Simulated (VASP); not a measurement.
# TiC (Fm-3m) in VASP: notebook

TiC is run at these levels: RPBE, revPBE, BLYP, r2SCAN, HSE06; tasks: single point.

Everything below comes from runs of VASP 6.6.1. Logs are shortened: lines on timing, memory, paths and dates and some standing lists are left out, and cuts for length are marked.

## (1) The cell of the first run

Symmetry: Fm-3m, No. 225, cubic system. Conventional cell: a = 4.331 Å, b = 4.331 Å, c = 4.331 Å, α = 90.00°, β = 90.00°, γ = 90.00°. Ti (site symmetry m-3m) has 6 C at 2.17 Å within 2.9 Å. Within 2.9 Å of C (site symmetry m-3m) lie 6 Ti at 2.17 Å.

## (2) Single point, RPBE

INCAR

```
SYSTEM = TiC
ALGO = Normal
EDIFF = 1E-7
ENCUT = 520
GGA = RP
ISIF = 2
ISMEAR = -1
LASPH = .TRUE.
LCHARG = .TRUE.
LELF = .TRUE.
LREAL = .FALSE.
LVHAR = .TRUE.
LWAVE = .FALSE.
NBANDS = 15
NELM = 80
PREC = Accurate
SIGMA = 0.05
```

KPOINTS

```
k-points
0
G
  6 6 6
  0 0 0
```

POSCAR

```
TiC
1.0
    0.0000000000      2.1657188437      2.1657188437
    2.1657188437      0.0000000000      2.1657188437
    2.1657188437      2.1657188437      0.0000000000
Ti C
1 1
Direct
    0.0000000000      0.0000000000      0.0000000000
    0.5000000000      0.5000000000      0.5000000000
```

Potentials or basis: VASP PAW PBE potentials, release 64 (Ti_sv, C).

Launch:

```bash
$ cat potpaw_PBE.64/Ti_sv/POTCAR potpaw_PBE.64/C/POTCAR > POTCAR
$ mpirun -np 1 vasp_std > vasp.out
```

OUTCAR:

```text
SYSTEM = TiC
   EDIFF = 1E-7
   ENCUT = 520
   GGA = RP
   ISIF = 2
   ISMEAR = -1
   LASPH = .TRUE.
   LREAL = .FALSE.
   NELM = 80
   PREC = Accurate

 ion  position               nearest neighbor table
   1  0.000  0.000  0.000-   2 2.17   2 2.17   2 2.17   2 2.17   2 2.17   2 2.17
   2  0.500  0.500  0.500-   1 2.17   1 2.17   1 2.17   1 2.17   1 2.17   1 2.17

  LATTYP: Found a face centered cubic cell.
 ALAT       =     4.3314376874

  Lattice vectors:

 A1 = (   0.0000000000,   2.1657188437,   2.1657188437)
 A2 = (   2.1657188437,   0.0000000000,   2.1657188437)
 A3 = (   2.1657188437,   2.1657188437,   0.0000000000)

Analysis of symmetry for initial positions (statically):
=====================================================================
 Subroutine PRICEL returns:
 Original cell was already a primitive cell.

 Routine SETGRP: Setting up the symmetry group for a
 face centered cubic supercell.

 Subroutine GETGRP returns: Found 48 space group operations
 (whereof 48 operations were pure point group operations)
 out of a pool of 48 trial point group operations.

The static configuration has the point symmetry O_h .

Analysis of symmetry for dynamics (positions and initial velocities):
=====================================================================
 Subroutine PRICEL returns:
 Original cell was already a primitive cell.

 Routine SETGRP: Setting up the symmetry group for a
 face centered cubic supercell.

 Subroutine GETGRP returns: Found 48 space group operations
 (whereof 48 operations were pure point group operations)
 out of a pool of 48 trial point group operations.

The dynamic configuration has the point symmetry O_h .

 Subroutine INISYM returns: Found 48 space group operations
 (whereof 48 operations are pure point group operations),
 and found     1 'primitive' translations

----------------------------------------------------------------------------------------

                                     Primitive cell

  volume of cell :      20.3159

  direct lattice vectors                    reciprocal lattice vectors
     0.000000000  2.165718844  2.165718844    -0.230870227  0.230870227  0.230870227
     2.165718844  0.000000000  2.165718844     0.230870227 -0.230870227  0.230870227
     2.165718844  2.165718844  0.000000000     0.230870227  0.230870227 -0.230870227

  length of vectors
     3.062788961  3.062788961  3.062788961     0.399878962  0.399878962  0.399878962

  position of ions in fractional coordinates (direct lattice)
     0.000000000  0.000000000  0.000000000
     0.500000000  0.500000000  0.500000000

  ion indices of the primitive-cell ions
   primitive index   ion index
                 1           1
                 2           2

----------------------------------------------------------------------------------------

 KPOINTS: k-points

Automatic generation of k-mesh.
 Grid dimensions read from file:
 generate k-points for:    6    6    6

 Generating k-lattice:

  Cartesian coordinates                     Fractional coordinates (reciprocal lattice)
    -0.038478371  0.038478371  0.038478371     0.166666667  0.000000000  0.000000000
     0.038478371 -0.038478371  0.038478371     0.000000000  0.166666667  0.000000000
     0.038478371  0.038478371 -0.038478371     0.000000000  0.000000000  0.166666667

  Length of vectors
     0.066646494  0.066646494  0.066646494

  Shift w.r.t. Gamma in fractional coordinates (k-lattice)
     0.000000000  0.000000000  0.000000000

 Subroutine IBZKPT returns following result:
 ===========================================

 Found     16 irreducible k-points:

 Following reciprocal coordinates:
            Coordinates               Weight
  0.000000  0.000000  0.000000      1.000000
  0.166667  0.000000  0.000000      8.000000
  0.333333  0.000000  0.000000      8.000000
  0.500000  0.000000  0.000000      4.000000
  0.166667  0.166667  0.000000      6.000000
  0.333333  0.166667  0.000000     24.000000
[... 8 lines left out ...]
 -0.333333  0.333333  0.166667     24.000000
 -0.333333  0.500000  0.166667     12.000000
   k-points           NKPTS =     16   k-points in BZ     NKDIM =     16   number of bands    NBANDS=     15
   number of dos      NEDOS =    301   number of ions     NIONS =      2
   total plane-waves  NPLWV =  13824
   dimension x,y,z NGX =    24 NGY =   24 NGZ =   24
   dimension x,y,z NGXF=    48 NGYF=   48 NGZF=   48
   ions per type =               1   1
   NGX,Y,Z   is equivalent  to a cutoff of  13.03, 13.03, 13.03 a.u.
   NGXF,Y,Z  is equivalent  to a cutoff of  26.05, 26.05, 26.05 a.u.
 SYSTEM =  TiC
   PREC   = accura    normal or accurate (medium, high low for compatibility)
   ISTART =      0    job   : 0-new  1-cont  2-samecut
   ICHARG =      2    charge: 1-file 2-atom 10-const
   ISPIN  =      1    spin polarized calculation?
   LNONCOLLINEAR =      F non collinear calculations
   LSORBIT =      F    spin-orbit coupling
   LASPH  =      T    aspherical Exc in radial PAW
   ENCUT  =  520.0 eV  38.22 Ry    6.18 a.u.   5.69  5.69  5.69*2*pi/ulx,y,z
   NELM   =     80;   NELMIN=  2; NELMDL= -5     # of ELM steps
   EDIFF  = 0.1E-06   stopping-criterion for ELM
   LREAL  =      F    real-space projection
   EDIFFG = 0.1E-05   stopping-criterion for IOM
   NSW    =      0    number of steps for IOM
   IBRION =     -1    ionic relax: 0-MD 1-quasi-New 2-CG
   NFREE  =      0    steps in history (QN), initial steepest desc. (CG)
   ISIF   =      2    stress and relaxation
   ISYM   =      2    0-nonsym 1-usesym 2-fastsym
   POTIM  = 0.5000    time-step for ionic-motion
   TEBEG  =    0.0;   TEEND  =   0.0 temperature during run
   PSTRESS=    0.0 pullay stress
   NELECT =      16.0000    total number of electrons
   NUPDOWN=      -1.0000    fix difference up-down
   EMIN   =  10.00;   EMAX   =-10.00  energy-range for DOS
   EFERMI =   0.00;   METHOD = LEGACY
   ISMEAR =    -1;   SIGMA  =   0.05  broadening in eV -4-tet -1-fermi 0-gaus
   EFERMI_NEDOS =   21; number of points for ismear=-14 and -15
   IALGO  =     38    algorithm
   IMIX   =      4    mixing-type and parameters
     AMIX     =   0.40;   BMIX     =  1.00
     AMIX_MAG =   1.60;   BMIX_MAG =  1.00
  volume/ion in A,a.u.               =      10.16        68.55
  Fermi-wavevector in a.u.,A,eV,Ry     =   1.511829  2.856943 31.097854  2.285628
  Thomas-Fermi vector in A             =   2.621834
   LORBIT       =      0    0 simple, 1 ext, 2 COOP (PROOUT), +10 PAW based schemes
   GGA     = RP    functional components
   LHFCALC =     F    Hartree Fock is set to
   AEXX    =    0.0000 exact exchange contribution
   IVDW    =     0    specifies the selected vdW correction
   LEPSILON=     F    determine dielectric tensor
   LRPA    =     F    only Hartree local field effects (RPA)
 non-spin polarized calculation
  energy-cutoff  :      520.00
  volume of cell :       20.32
 maximum number of plane-waves:       568
   NGX = 11   NGY = 11   NGZ = 11

 number of electron      16.0000000 magnetization

 Free energy of the ion-electron system (eV)
  ---------------------------------------------------
  ext. energy  EPLUGINS =         0.00000000
  ---------------------------------------------------
  free energy    TOTEN  =       -17.78790537 eV

  energy without entropy =      -17.78330159  energy(sigma->0) =      -17.78560348

 E-fermi :   9.4246     XC(G=0): -12.6013

 val. band max:        9.3306489165   @ k =   0.1667   0.1667   0.0000
 cond. band min:       9.4910892254   @ k =   0.5000   0.5000   0.0000
 fundamental gap:      0.1604403089
 Fermi energy:         9.4245756356

 k-point     1 :       0.0000    0.0000    0.0000
  band No.  band energies     occupation
      1     -47.2039      2.00000
      2     -23.1585      2.00000
      3     -23.1585      2.00000
      4     -23.1585      2.00000
      5      -2.9305      2.00000
      6      10.2406      0.00000
      7      10.2406      0.00000
      8      10.2406      0.00000
      9      11.2135      0.00000
     10      11.2135      0.00000
     11      11.2135      0.00000
     12      11.2357      0.00000
     13      11.2357      0.00000
     14      19.9979      0.00000
     15      23.5441      0.00000

 k-point     2 :       0.1667    0.0000    0.0000
  band No.  band energies     occupation
      1     -47.1860      2.00000
      2     -23.2850      2.00000
      3     -23.1704      2.00000
      4     -23.1704      2.00000
      5      -2.3223      2.00000
      6       8.2274      2.00000
      7       8.7289      2.00000
      8       8.7289      2.00000
      9      10.8281      0.00000
     10      10.8281      0.00000
     11      11.9769      0.00000
     12      14.0068      0.00000
     13      14.0068      0.00000
     14      20.8068      0.00000
     15      23.5689      0.00000

 k-point     3 :       0.3333    0.0000    0.0000
  band No.  band energies     occupation
      1     -47.1501      2.00000
      2     -23.5308      2.00000
      3     -23.1942      2.00000
      4     -23.1942      2.00000
      5      -0.7666      2.00000
      6       5.3996      2.00000
      7       7.1746      2.00000
      8       7.1746      2.00000
      9      11.8452      0.00000
     10      11.8452      0.00000
     11      12.8367      0.00000
     12      16.5460      0.00000
     13      16.5460      0.00000
     14      19.4542      0.00000
     15      24.9512      0.00000
[... 199 lines left out ...]
 k-point    15 :      -0.3333    0.3333    0.1667
  band No.  band energies     occupation
      1     -47.1143      2.00000
      2     -23.5272      2.00000
      3     -23.3956      2.00000
      4     -23.2795      2.00000
      5       0.0827      2.00000
      6       5.3102      2.00000
      7       6.4607      2.00000
      8       7.1378      2.00000
      9      12.1730      0.00000
     10      12.2076      0.00000
     11      13.2553      0.00000
     12      15.2781      0.00000
     13      15.5788      0.00000
     14      21.7936      0.00000
     15      23.5564      0.00000

 k-point    16 :      -0.3333    0.5000    0.1667
  band No.  band energies     occupation
      1     -47.1083      2.00000
      2     -23.5234      2.00000
      3     -23.3914      2.00000
      4     -23.3306      2.00000
      5      -0.2248      2.00000
      6       6.1670      2.00000
      7       6.8065      2.00000
      8       7.3466      2.00000
      9      11.3427      0.00000
     10      12.8839      0.00000
     11      13.0599      0.00000
     12      13.9965      0.00000
     13      15.0624      0.00000
     14      23.2754      0.00000
     15      23.5736      0.00000

------------------------ aborting loop because EDIFF is reached ----------------------------------------

  FORCE on cell =-STRESS in cart. coord.  units (eV):
  Direction    XX          YY          ZZ          XY          YZ          ZX
  --------------------------------------------------------------------------------------
  -------------------------------------------------------------------------------------
  Total        0.6450374      0.6450374      0.6450374      0.0000000     -0.0000000      0.0000000
  in kB       50.8697114     50.8697114     50.8697114      0.0000000     -0.0000000      0.0000000
  external PRESSURE =      50.8697114 kB  Pullay stress =       0.0000000 kB

 VOLUME and BASIS-vectors are now :
 -----------------------------------------------------------------------------
  energy-cutoff  :      520.00
  volume of cell :       20.32
      direct lattice vectors                 reciprocal lattice vectors
     0.000000000  2.165718844  2.165718844    -0.230870227  0.230870227  0.230870227
     2.165718844  0.000000000  2.165718844     0.230870227 -0.230870227  0.230870227
     2.165718844  2.165718844  0.000000000     0.230870227  0.230870227 -0.230870227

 POSITION                                       TOTAL-FORCE (eV/Angst)
 -----------------------------------------------------------------------------------
      0.00000      0.00000      0.00000        -0.000000      0.000000      0.000000
      2.16572      2.16572      2.16572         0.000000     -0.000000      0.000000
 -----------------------------------------------------------------------------------
    total drift:                                0.000000     -0.000000     -0.000000

  FREE ENERGIE OF THE ION-ELECTRON SYSTEM (eV)
  ---------------------------------------------------
  free  energy   TOTEN  =       -17.7879053661 eV

  energy  without entropy=      -17.7833015889  energy(sigma->0) =      -17.78560348
```

Run time: 12 s. Hardware: 1 thread of AMD EPYC 7R43 (Zen 3), shared host; peak memory 0.1 GiB.

Results:

- Free energy: -17.7879 eV
- Pressure: 5.1 GPa
- Band gap on the k mesh: zero (bands 8 and 9 overlap by 1.05 eV)

Levels at points of the mesh, in eV from the Fermi level:
| k point | band 6 | band 7 | band 8 | band 9 | band 10 | band 11 |
| --- | --- | --- | --- | --- | --- | --- |
| (0.00, 0.00, 0.00) | 0.82 | 0.82 | 0.82 | 1.79 | 1.79 | 1.79 |
| (0.50, 0.00, 0.00) | -5.74 | -2.79 | -2.79 | 3.03 | 3.03 | 4.22 |
| (0.50, 0.50, 0.00) | -3.34 | -1.50 | 0.07 | 0.07 | 2.80 | 3.63 |

Caveat: the k points lie up to 0.42 Å⁻¹ apart, too coarse for converged energies and pressures of a metal; the PAW data sets were made with another functional, which shifts forces and pressure a little.

## (3) Single point, revPBE

INCAR

```
  PREC = Accurate
  ENCUT = 520
  EDIFF = 1E-7
  ISMEAR = -1
  SIGMA = 0.05
  LREAL = F
  LASPH = T
  NELM = 60
  ALGO = Normal
  ISIF = 2
  LWAVE = F
  LCHARG = F
  GGA = RE
  NBANDS = 15
```

KPOINTS

```
Automatic mesh
0
Gamma
  6 6 6
```

POSCAR is that of step 2.

Potentials or basis: VASP PAW PBE potentials, release 64 (Ti_sv, C).

Launch:

```bash
$ cat potpaw_PBE.64/Ti_sv/POTCAR potpaw_PBE.64/C/POTCAR > POTCAR
$ mpirun -np 1 vasp_std > vasp.out
```

OUTCAR:

```text
PREC = Accurate
   ENCUT = 520
   EDIFF = 1E-7
   ISMEAR = -1
   LREAL = F
   LASPH = T
   NELM = 60
   ISIF = 2
   GGA = RE

 ion  position               nearest neighbor table
   1  0.000  0.000  0.000-   2 2.17   2 2.17   2 2.17   2 2.17   2 2.17   2 2.17
   2  0.500  0.500  0.500-   1 2.17   1 2.17   1 2.17   1 2.17   1 2.17   1 2.17

  LATTYP: Found a face centered cubic cell.
 ALAT       =     4.3314376874

  Lattice vectors:

 A1 = (   0.0000000000,   2.1657188437,   2.1657188437)
[... 461 lines left out ...]

------------------------ aborting loop because EDIFF is reached ----------------------------------------

  FORCE on cell =-STRESS in cart. coord.  units (eV):
  Direction    XX          YY          ZZ          XY          YZ          ZX
  --------------------------------------------------------------------------------------
  -------------------------------------------------------------------------------------
  Total        0.4915487      0.4915487      0.4915487      0.0000000      0.0000000     -0.0000000
  in kB       38.7650972     38.7650972     38.7650972      0.0000000      0.0000000     -0.0000000
  external PRESSURE =      38.7650972 kB  Pullay stress =       0.0000000 kB

 VOLUME and BASIS-vectors are now :
 -----------------------------------------------------------------------------
  energy-cutoff  :      520.00
  volume of cell :       20.32
      direct lattice vectors                 reciprocal lattice vectors
     0.000000000  2.165718844  2.165718844    -0.230870227  0.230870227  0.230870227
     2.165718844  0.000000000  2.165718844     0.230870227 -0.230870227  0.230870227
     2.165718844  2.165718844  0.000000000     0.230870227  0.230870227 -0.230870227

 POSITION                                       TOTAL-FORCE (eV/Angst)
 -----------------------------------------------------------------------------------
      0.00000      0.00000      0.00000         0.000000      0.000000      0.000000
      2.16572      2.16572      2.16572        -0.000000      0.000000     -0.000000
 -----------------------------------------------------------------------------------
    total drift:                                0.000000     -0.000000     -0.000000

  FREE ENERGIE OF THE ION-ELECTRON SYSTEM (eV)
  ---------------------------------------------------
  free  energy   TOTEN  =       -17.9541214911 eV

  energy  without entropy=      -17.9495263152  energy(sigma->0) =      -17.95182390
```

stdout:

```text
POSCAR found type information on POSCAR TiC
 POSCAR found :  2 types and       2 ions
 scaLAPACK will be used
 -----------------------------------------------------------------------------
|                                                                             |
|                                                                             |
|     You enforced a specific xc type in the INCAR file but a different       |
|     I HOPE YOU KNOW WHAT YOU ARE DOING!                                     |
|                                                                             |
 -----------------------------------------------------------------------------

 LDA part: xc-table for (Slater+PW92), standard interpolation
 POSCAR, INCAR and KPOINTS ok, starting setup
 FFT: planning ... GRIDC
 FFT: planning ... GRID_SOFT
 FFT: planning ... GRID
 WAVECAR not read
 entering main loop
```

It took 14 s on 1 thread of AMD EPYC 7R43 (Zen 3), shared host; peak memory 0.1 GiB.

Results:

| Item | Value |
| --- | --- |
| Free energy | -17.9541 eV |
| Pressure | 3.9 GPa |
| Band gap on the k mesh | zero (bands 8 and 9 overlap by 1.05 eV) |

Levels at points of the mesh, in eV from the Fermi level:
```tsv
k point	band 5	band 6	band 7	band 8	band 9	band 10	band 11	band 12
(0.00, 0.00, 0.00)	-12.34	0.81	0.81	0.81	1.79	1.79	1.79	1.81
(0.50, 0.00, 0.00)	-8.87	-5.74	-2.79	-2.79	3.03	3.03	4.21	8.27
(0.50, 0.50, 0.00)	-10.06	-3.34	-1.50	0.07	0.07	2.80	3.63	3.63
```

Caveat: the k points lie up to 0.42 Å⁻¹ apart, too coarse for converged energies and pressures of a metal; the PAW data sets were made with another functional, which shifts forces and pressure a little.

## (4) Single point, BLYP

INCAR

```
SYSTEM = TiC
PREC = Accurate
ENCUT = 520
EDIFF = 1E-6
ISMEAR = -1
SIGMA = 0.05
LREAL = .FALSE.
LASPH = .TRUE.
NELM = 100
ALGO = Normal
ISIF = 2
LWAVE = .FALSE.
LCHARG = .FALSE.
GGA = B5
ALDAX = 1.0
AGGAX = 1.0
AGGAC = 1.0
ALDAC = 0.0
NBANDS = 15
```

KPOINTS

```
Automatic mesh
0
G
  6 6 6
  0 0 0
```

POSCAR is that of step 3.

Launch:

```bash
$ cat potpaw_PBE.64/Ti_sv/POTCAR potpaw_PBE.64/C/POTCAR > POTCAR
$ mpirun -np 1 vasp_std > vasp.out
```

Run time: 17 s. Hardware: 1 thread of AMD EPYC 7R43 (Zen 3), shared host; peak memory 0.1 GiB.

It converged, with:

```yaml
Free_energy: -17.0142 eV
Pressure: 8.8 GPa
Band_gap_on_the_k_mesh: zero (bands 8 and 9 overlap by 1.02 eV)
```

Levels at points of the mesh, in eV from the Fermi level:
```csv
k point,band 4,band 5,band 6,band 7,band 8,band 9,band 10,band 11,band 12,band 13
"(0.00, 0.00, 0.00)",-32.54,-12.13,0.78,0.78,0.78,1.72,1.72,1.72,1.73,1.73
"(0.50, 0.00, 0.00)",-32.59,-8.76,-5.55,-2.81,-2.81,2.91,2.91,4.10,8.08,8.08
"(0.50, 0.50, 0.00)",-32.71,-9.99,-3.15,-1.39,0.08,0.08,2.68,3.50,3.50,5.75
```

Caveat: the k points lie up to 0.42 Å⁻¹ apart, too coarse for converged energies and pressures of a metal; the PAW data sets were made with another functional, which shifts forces and pressure a little.

(Part 1 of 2 ends here.)
